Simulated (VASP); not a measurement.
# La: electric field gradients with r2SCAN

La:

```
La
1.0
     3.75000    0.00000    0.00000
    -1.87500    3.24760    0.00000
     0.00000    0.00000    6.07000
La
2
Cartesian
  0.0000 2.1651 1.5175
  1.8750 1.0825 4.5525
```

```yaml
Program: VASP 6.6.1
Task: electric field gradients
Functional: r2SCAN
Potentials_or_basis: VASP PAW PBE potentials, release 64 (La)
Cutoff: 520 eV
k_mesh: 10 × 10 × 6
Occupations: fermi-dirac, width 0.05 eV
Spin: no spin polarisation
Dipole_correction: no
Further_INCAR_settings: ALGO = Normal; EDIFF = 1e-08; NBANDS = 18
```

```json
{"Pressure": "0.6 GPa", "Band gap on the k mesh": "zero (bands 11 and 12 overlap by 1.69 eV)", "Largest electric field gradient by atom": "La +11.2 V/Å²"}
```

Stress tensor (GPa, compression positive):
```
0.78 0.00 0.00
0.00 0.78 0.00
0.00 0.00 0.20
```

Levels at points of the mesh, in eV from the Fermi level:
```csv
k point,band 7,band 8,band 9,band 10,band 11,band 12,band 13,band 14,band 15,band 16
"(0.00, 0.00, 0.00)",-16.56,-16.53,-3.31,-1.82,1.31,1.48,1.48,1.81,1.92,1.93
"(0.50, 0.00, 0.00)",-16.89,-16.73,-1.70,-1.27,-1.17,1.26,1.39,1.46,1.76,2.17
"(0.00, 0.00, 0.50)",-16.66,-16.66,-1.91,-1.91,0.64,0.64,1.53,1.53,1.53,1.53
"(0.50, 0.00, 0.50)",-16.91,-16.91,-1.76,-1.76,-0.38,-0.38,1.80,1.80,2.06,2.06
```

Electric field gradients, principal values (V/Å²):
```csv
atom,least,middle,greatest (by size)
1 La,-5.587,-5.588,11.175
2 La,-5.587,-5.588,11.175
```

Wall time 3.7 min on 1 thread of Intel(R) Xeon(R) 6975P-C (Granite Rapids), with other jobs on the host, peak memory 0.24 GiB.

Caveat: without QUAD_EFG the Cq values of the log hold for a quadrupole moment of 1 mb, not for the nuclei; the PAW data sets were made with another functional, which shifts forces and pressure a little; spin-orbit coupling is left out, which moves the levels of the heavy elements.
